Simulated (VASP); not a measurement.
# Si2Ge3 (P-3m1) in VASP: relaxation of cell and atoms with PBE

Aim: the relaxation of cell and atoms of Si2Ge3 with PBE.

All numbers are computed with VASP 6.6.1; they aren't measurements. Logs are shortened: lines on timing, memory, paths and dates and some standing lists are left out, and cuts for length are marked.

**1. The cell of the first run**

It takes space group P-3m1 (No. 164, trigonal). Conventional cell: a = 4.062 Å, b = 4.062 Å, c = 6.786 Å, α = 90.00°, β = 90.00°, γ = 120.00°. Within 3.4 Å of Si (site symmetry 3m) lie 7 Ge at 2.56 to 2.84 Å. Ge (site symmetry 3m) has 4 Si at 2.56 to 2.84 Å and 6 Ge at 2.96 to 3.42 Å within 3.5 Å. Ge (site symmetry -3m) has 6 Si at 2.76 Å and 6 Ge at 3.42 Å within 3.6 Å.

The cell was generated, and may not be a known phase.

**2. Relaxation of cell and atoms, PBE**

Contents of INCAR:

```
  ALGO = Normal
  EDIFF = 1E-7
  EDIFFG = -0.01
  ENCUT = 600
  GGA = PE
  IBRION = 2
  ISIF = 3
  ISMEAR = 0
  LASPH = True
  LCHARG = False
  LREAL = False
  LWAVE = False
  NELM = 100
  NSW = 100
  PREC = Accurate
  SIGMA = 0.1
```

Contents of KPOINTS:

```
k-points
0
Gamma
  12 12 6
```

Contents of POSCAR:

```
Si2Ge3
1.0
    4.0617452334      0.0000000000      0.0000000000
   -2.0308726167      3.5175745558      0.0000000000
    0.0000000000      0.0000000000      6.7863122379
Si Ge
2 3
Direct
    0.3333333333      0.6666666667      0.2145841679
    0.6666666667      0.3333333333      0.7854158321
    0.3333333333      0.6666666667      0.6325348496
    0.6666666667      0.3333333333      0.3674651504
    0.0000000000      0.0000000000      0.0000000000
```

Potentials or basis: VASP PAW PBE potentials, release 64 (Si, Ge_d).

Started as:

```bash
> cat potpaw_PBE.64/Si/POTCAR potpaw_PBE.64/Ge_d/POTCAR > POTCAR
> mpirun -np 1 vasp_std > vasp.out
```

OUTCAR:

```text
EDIFF = 1E-7
   EDIFFG = -0.01
   ENCUT = 600
   GGA = PE
   IBRION = 2
   ISIF = 3
   ISMEAR = 0
   LASPH = True
   LREAL = False
   NELM = 100
   NSW = 100
   PREC = Accurate

 ion  position               nearest neighbor table
   1  0.333  0.667  0.215-   4 2.56   4 2.56   4 2.56   5 2.76   5 2.76   5 2.76   3 2.84
   2  0.667  0.333  0.785-   3 2.56   3 2.56   3 2.56   5 2.76   5 2.76   5 2.76   4 2.84
   3  0.333  0.667  0.633-   2 2.56   2 2.56   2 2.56   1 2.84
   4  0.667  0.333  0.367-   1 2.56   1 2.56   1 2.56   2 2.84
   5  0.000  0.000  0.000-   1 2.76   2 2.76   1 2.76   2 2.76   2 2.76   1 2.76

  LATTYP: Found a hexagonal cell.
 ALAT       =     4.0617452334
 C/A-ratio  =     1.6707872720

  Lattice vectors:

 A1 = (   4.0617452334,   0.0000000000,   0.0000000000)
 A2 = (  -2.0308726167,   3.5175745558,   0.0000000000)
 A3 = (   0.0000000000,   0.0000000000,   6.7863122379)

Analysis of symmetry for initial positions (statically):
=====================================================================
 Subroutine PRICEL returns:
 Original cell was already a primitive cell.

 Routine SETGRP: Setting up the symmetry group for a
 hexagonal supercell.

 Subroutine GETGRP returns: Found 12 space group operations
 (whereof 12 operations were pure point group operations)
 out of a pool of 24 trial point group operations.

The static configuration has the point symmetry D_3d.

Analysis of symmetry for dynamics (positions and initial velocities):
=====================================================================
 Subroutine PRICEL returns:
 Original cell was already a primitive cell.

 Routine SETGRP: Setting up the symmetry group for a
 hexagonal supercell.

 Subroutine GETGRP returns: Found 12 space group operations
 (whereof 12 operations were pure point group operations)
 out of a pool of 24 trial point group operations.

The dynamic configuration has the point symmetry D_3d.

 Subroutine INISYM returns: Found 12 space group operations
 (whereof 12 operations are pure point group operations),
 and found     1 'primitive' translations

----------------------------------------------------------------------------------------

                                     Primitive cell

  volume of cell :      96.9594

  direct lattice vectors                    reciprocal lattice vectors
     4.061745233  0.000000000  0.000000000     0.246199587  0.142143398  0.000000000
    -2.030872617  3.517574556  0.000000000     0.000000000  0.284286796  0.000000000
     0.000000000  0.000000000  6.786312238     0.000000000  0.000000000  0.147355436

  length of vectors
     4.061745233  4.061745233  6.786312238     0.284286796  0.284286796  0.147355436

  position of ions in fractional coordinates (direct lattice)
     0.333333333  0.666666667  0.214584168
     0.666666667  0.333333333  0.785415832
     0.333333333  0.666666667  0.632534850
     0.666666667  0.333333333  0.367465150
     0.000000000  0.000000000  0.000000000

  ion indices of the primitive-cell ions
   primitive index   ion index
                 1           1
                 2           2
                 3           3
                 4           4
                 5           5

----------------------------------------------------------------------------------------

 KPOINTS: k-points

Automatic generation of k-mesh.
 Grid dimensions read from file:
 generate k-points for:   12   12    6

 Generating k-lattice:

  Cartesian coordinates                     Fractional coordinates (reciprocal lattice)
     0.020516632  0.011845283  0.000000000     0.083333333  0.000000000  0.000000000
     0.000000000  0.023690566  0.000000000     0.000000000  0.083333333  0.000000000
     0.000000000  0.000000000  0.024559239     0.000000000  0.000000000  0.166666667

  Length of vectors
     0.023690566  0.023690566  0.024559239

  Shift w.r.t. Gamma in fractional coordinates (k-lattice)
     0.000000000  0.000000000  0.000000000

 Subroutine IBZKPT returns following result:
 ===========================================

 Found    100 irreducible k-points:

 Following reciprocal coordinates:
            Coordinates               Weight
  0.000000  0.000000  0.000000      1.000000
  0.083333  0.000000  0.000000      6.000000
  0.166667  0.000000  0.000000      6.000000
  0.250000  0.000000  0.000000      6.000000
  0.333333  0.000000  0.000000      6.000000
  0.416667 -0.000000  0.000000      6.000000
[... 16 lines left out ...]
  0.166667  0.000000  0.166667      6.000000
  0.000000  0.166667  0.166667      6.000000
 [... further k-points ...]
   k-points           NKPTS =    100   k-points in BZ     NKDIM =    100   number of bands    NBANDS=     30
   number of dos      NEDOS =    301   number of ions     NIONS =      5
   total plane-waves  NPLWV =  55296
   dimension x,y,z NGX =    32 NGY =   32 NGZ =   54
   dimension x,y,z NGXF=    64 NGYF=   64 NGZF=  108
   ions per type =               2   3
   NGX,Y,Z   is equivalent  to a cutoff of  13.10, 13.10, 13.23 a.u.
   NGXF,Y,Z  is equivalent  to a cutoff of  26.19, 26.19, 26.46 a.u.
 SYSTEM =  unknown system
   PREC   = accura    normal or accurate (medium, high low for compatibility)
   ISTART =      0    job   : 0-new  1-cont  2-samecut
   ICHARG =      2    charge: 1-file 2-atom 10-const
   ISPIN  =      1    spin polarized calculation?
   LNONCOLLINEAR =      F non collinear calculations
   LSORBIT =      F    spin-orbit coupling
   LASPH  =      T    aspherical Exc in radial PAW
   ENCUT  =  600.0 eV  44.10 Ry    6.64 a.u.   8.11  8.11 13.55*2*pi/ulx,y,z
   NELM   =    100;   NELMIN=  2; NELMDL= -5     # of ELM steps
   EDIFF  = 0.1E-06   stopping-criterion for ELM
   LREAL  =      F    real-space projection
   EDIFFG = -.1E-01   stopping-criterion for IOM
   NSW    =    100    number of steps for IOM
   IBRION =      2    ionic relax: 0-MD 1-quasi-New 2-CG
   NFREE  =      1    steps in history (QN), initial steepest desc. (CG)
   ISIF   =      3    stress and relaxation
   ISYM   =      2    0-nonsym 1-usesym 2-fastsym
   POTIM  = 0.5000    time-step for ionic-motion
   TEBEG  =    0.0;   TEEND  =   0.0 temperature during run
   PSTRESS=    0.0 pullay stress
   NELECT =      50.0000    total number of electrons
   NUPDOWN=      -1.0000    fix difference up-down
   EMIN   =  10.00;   EMAX   =-10.00  energy-range for DOS
   EFERMI =   0.00;   METHOD = LEGACY
   ISMEAR =     0;   SIGMA  =   0.10  broadening in eV -4-tet -1-fermi 0-gaus
   EFERMI_NEDOS =   21; number of points for ismear=-14 and -15
   IALGO  =     38    algorithm
   IMIX   =      4    mixing-type and parameters
     AMIX     =   0.40;   BMIX     =  1.00
     AMIX_MAG =   1.60;   BMIX_MAG =  1.00
  volume/ion in A,a.u.               =      19.39       130.86
  Fermi-wavevector in a.u.,A,eV,Ry     =   1.312809  2.480849 23.449200  1.723468
  Thomas-Fermi vector in A             =   2.443176
   LORBIT       =      0    0 simple, 1 ext, 2 COOP (PROOUT), +10 PAW based schemes
   GGA     = PE    functional components
   LHFCALC =     F    Hartree Fock is set to
   AEXX    =    0.0000 exact exchange contribution
   IVDW    =     0    specifies the selected vdW correction
   LEPSILON=     F    determine dielectric tensor
   LRPA    =     F    only Hartree local field effects (RPA)
 conjugate gradient relaxation of ions
 non-spin polarized calculation
 Gauss-broadening in eV      SIGMA  =   0.10
  energy-cutoff  :      600.00
  volume of cell :       96.96
 maximum number of plane-waves:      3254
   NGX = 17   NGY = 17   NGZ = 27

--------------------------------------- Ionic step        1  -------------------------------------------

 number of electron      50.0000002 magnetization

 Free energy of the ion-electron system (eV)
  ---------------------------------------------------
  ext. energy  EPLUGINS =         0.00000000
  ---------------------------------------------------
  free energy    TOTEN  =       -22.61500987 eV

  energy without entropy =      -22.60438655  energy(sigma->0) =      -22.60969821

------------------------ aborting loop because EDIFF is reached ----------------------------------------

  FORCE on cell =-STRESS in cart. coord.  units (eV):
  Direction    XX          YY          ZZ          XY          YZ          ZX
  --------------------------------------------------------------------------------------
  -------------------------------------------------------------------------------------
  Total       -0.2127909     -0.2127909      0.4386994     -0.0000000      0.0000000      0.0000000
  in kB       -3.5162027     -3.5162027      7.2491619     -0.0000000      0.0000000      0.0000000
  external PRESSURE =       0.0722522 kB  Pullay stress =       0.0000000 kB
[... 98 lines left out ...]
  FREE ENERGIE OF THE ION-ELECTRON SYSTEM (eV)
  ---------------------------------------------------
  free  energy   TOTEN  =       -22.6278172007 eV

  energy  without entropy=      -22.6196043000  energy(sigma->0) =      -22.62371075

[... ionic steps 4 to 27 ...]

--------------------------------------- Ionic step       28  -------------------------------------------

 number of electron      49.9999993 magnetization

------------------------ aborting loop because EDIFF is reached ----------------------------------------

  FORCE on cell =-STRESS in cart. coord.  units (eV):
  Direction    XX          YY          ZZ          XY          YZ          ZX
  --------------------------------------------------------------------------------------
  -------------------------------------------------------------------------------------
  Total       -0.0007971     -0.0007971      0.0722707      0.0000000     -0.0000000      0.0000000
  in kB       -0.0134318     -0.0134318      1.2177888      0.0000000     -0.0000000      0.0000000
  external PRESSURE =       0.3969751 kB  Pullay stress =       0.0000000 kB
[... 63 lines left out ...]
  energy  without entropy=      -22.6593350005  energy(sigma->0) =      -22.66466590

--------------------------------------- Ionic step       30  -------------------------------------------

 number of electron      49.9999994 magnetization

 Free energy of the ion-electron system (eV)
  ---------------------------------------------------
  ext. energy  EPLUGINS =         0.00000000
  ---------------------------------------------------
  free energy    TOTEN  =       -22.67003611 eV

  energy without entropy =      -22.65946601  energy(sigma->0) =      -22.66475106

 E-fermi :   6.5285     XC(G=0): -10.6364

 val. band max:        6.5161012187   @ k =   0.1667   0.1667   0.5000
 cond. band min:       6.5345860143   @ k =   0.3333   0.0833   0.1667
 fundamental gap:      0.0184847955
 Fermi energy:         6.5285299638

 k-point     1 :       0.0000    0.0000    0.0000
  band No.  band energies     occupation
      1     -18.0578      2.00000
      2     -18.0578      2.00000
      3     -18.0474      2.00000
      4     -18.0324      2.00000
      5     -18.0324      2.00000
      6     -18.0316      2.00000
[... 781 lines left out ...]
     29       9.9163      0.00000
     30      10.3750      0.00000

 [... further k-points ...]
[... 5 lines left out ...]
  --------------------------------------------------------------------------------------
  -------------------------------------------------------------------------------------
  Total       -0.0196759     -0.0196759      0.0482877      0.0000000      0.0000000      0.0000000
  in kB       -0.3315449     -0.3315449      0.8136637      0.0000000      0.0000000      0.0000000
  external PRESSURE =       0.0501913 kB  Pullay stress =       0.0000000 kB
[... 20 lines left out ...]
  FREE ENERGIE OF THE ION-ELECTRON SYSTEM (eV)
  ---------------------------------------------------
  free  energy   TOTEN  =       -22.6700361057 eV

  energy  without entropy=      -22.6594660050  energy(sigma->0) =      -22.66475106

 reached required accuracy - stopping structural energy minimisation
```

Run time: 1.8 h. Hardware: 1 thread of AMD EPYC 7R43 (Zen 3), shared host; peak memory 0.39 GiB.

Results:

```
Free energy                           : -22.6700 eV
Relaxed volume                        : 19.02 Å³/atom
Relaxed cell                          : a = 3.792 Å, b = 3.792 Å, c = 7.637 Å, α = 90.00°, β = 90.00°, γ = 120.00°
Space group after relaxing (to 0.1 Å) : P-3m1 (No. 164)
Energy gained by relaxing             : 11.0 meV/atom
Ionic steps                           : 30
Pressure after relaxing               : 0.0 GPa
Largest force after relaxing          : 0.010 eV/Å
Band gap on the k mesh                : zero (bands 25 and 26 overlap by 2.58 eV)
```

Forces in eV/Å, atoms in the order of the input:
```
Si   0.000  0.000 -0.010
Si   0.000  0.000  0.010
Ge   0.000  0.000  0.007
Ge   0.000  0.000 -0.007
Ge   0.000  0.000  0.000
```

The path:
| step | energy change (eV) | largest force (eV/Å) | pressure (GPa) | volume (Å³) |
| --- | --- | --- | --- | --- |
| 1 | 0.0000 | 0.0458 | 0.01 | 96.96 |
| 2 | -0.0031 | 0.0469 | -0.02 | 96.97 |
| 3 | -0.0128 | 0.0357 | -0.06 | 96.99 |
| 4 | -0.0233 | 0.0521 | 0.02 | 96.96 |
| 5 | -0.0351 | 0.1770 | 0.23 | 96.63 |
| 6 | -0.0366 | 0.1371 | 0.10 | 96.74 |
| 7 | -0.0413 | 0.0801 | -0.58 | 97.42 |
| 8 | -0.0425 | 0.0455 | -0.96 | 97.78 |
| 9 | -0.0442 | 0.0381 | -0.96 | 97.67 |
| 10 | -0.0481 | 0.0111 | -0.90 | 97.33 |
| 11 | -0.0495 | 0.0708 | -0.77 | 96.61 |
| 12 | -0.0497 | 0.0533 | -0.78 | 96.82 |
| 13 | -0.0517 | 0.0592 | -0.45 | 96.36 |
| 14 | -0.0527 | 0.0657 | -0.07 | 95.86 |
| 15 | -0.0528 | 0.0676 | 0.01 | 95.71 |
| 16 | -0.0528 | 0.0682 | 0.07 | 95.66 |
| 17 | -0.0528 | 0.0679 | 0.06 | 95.69 |
| 18 | -0.0530 | 0.0621 | 0.04 | 95.68 |
| 19 | -0.0536 | 0.0449 | 0.03 | 95.64 |
| 20 | -0.0542 | 0.0290 | 0.01 | 95.57 |
| 21 | -0.0542 | 0.0319 | 0.00 | 95.55 |
| 22 | -0.0543 | 0.0265 | -0.02 | 95.53 |
| 23 | -0.0547 | 0.0108 | -0.08 | 95.49 |
| 24 | -0.0548 | 0.0209 | -0.20 | 95.40 |
| 25 | -0.0548 | 0.0082 | -0.14 | 95.43 |
| 26 | -0.0549 | 0.0079 | -0.09 | 95.31 |
| 27 | -0.0550 | 0.0104 | 0.00 | 95.14 |
| 28 | -0.0550 | 0.0115 | 0.04 | 95.08 |
| 29 | -0.0550 | 0.0112 | 0.04 | 95.10 |
| 30 | -0.0550 | 0.0097 | 0.01 | 95.08 |

Final structure:
```cif
data_structure
_symmetry_space_group_name_H-M 'P 1'
_symmetry_Int_Tables_number 1
_cell_length_a 3.7916
_cell_length_b 3.7916
_cell_length_c 7.6370
_cell_angle_alpha 90.000
_cell_angle_beta 90.000
_cell_angle_gamma 120.000
_cell_volume 95.08
loop_
_atom_site_label
_atom_site_type_symbol
_atom_site_fract_x
_atom_site_fract_y
_atom_site_fract_z
_atom_site_occupancy
Si1 Si 0.33333 0.66667 0.20481 1
Si2 Si 0.66667 0.33333 0.79519 1
Ge1 Ge 0.33333 0.66667 0.62422 1
Ge2 Ge 0.66667 0.33333 0.37578 1
Ge3 Ge 0.00000 0.00000 0.00000 1
```

Levels at points of the mesh, in eV from the Fermi level:
```tsv
k point	band 21	band 22	band 23	band 24	band 25	band 26	band 27	band 28	band 29	band 30
(0.00, 0.00, 0.00)	-0.42	-0.42	0.21	0.21	1.07	1.40	1.40	2.23	2.91	2.91
(0.50, 0.00, 0.00)	-5.56	-2.84	-1.65	-0.86	-0.68	0.18	0.28	0.46	2.04	2.99
(0.00, 0.00, 0.50)	-0.35	-0.09	0.50	0.50	0.71	0.71	0.79	2.51	2.72	3.07
(0.50, 0.00, 0.50)	-4.00	-3.39	-2.88	-2.32	-2.15	0.51	0.65	2.07	3.20	3.45
```
